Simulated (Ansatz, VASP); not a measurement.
## Two plane-wave programs on MgS

```
Mg S
1.0
     0.63416    2.95428    2.95428
     2.95428    0.63416    2.95428
     2.95428    2.95428    0.63416
Mg S
1 1
Direct
  0.00000 0.00000 0.00000
  0.50000 0.50000 0.50000
```

Alike in both runs: task single point; functional PBE; k mesh 8 × 8 × 8; occupations gaussian, width 0.05 eV; no spin polarisation.

```csv
,VASP,Ansatz
version,VASP 6.6.1,Ansatz 0.2.0
potentials or method,"VASP PAW PBE potentials, release 64 (Mg, S), cutoff 520 eV","scalar-relativistic, plane waves, PAW"
valence electrons in the cell,8,16
```

```csv
,VASP,Ansatz,Ansatz less VASP
gap on the k mesh at the Fermi level (eV),none,none,-
pressure (GPa),2.1,2.4,+0.29
"traceless stress, the component that is largest in VASP (GPa)",-16.26,-16.28,-0.011
```

A gap of «none» marks a metal or a gap that the smearing closes. VASP's potentials hold 8 valence electrons a cell and Ansatz's 16, so a difference there can come from the potentials and not from the codes.
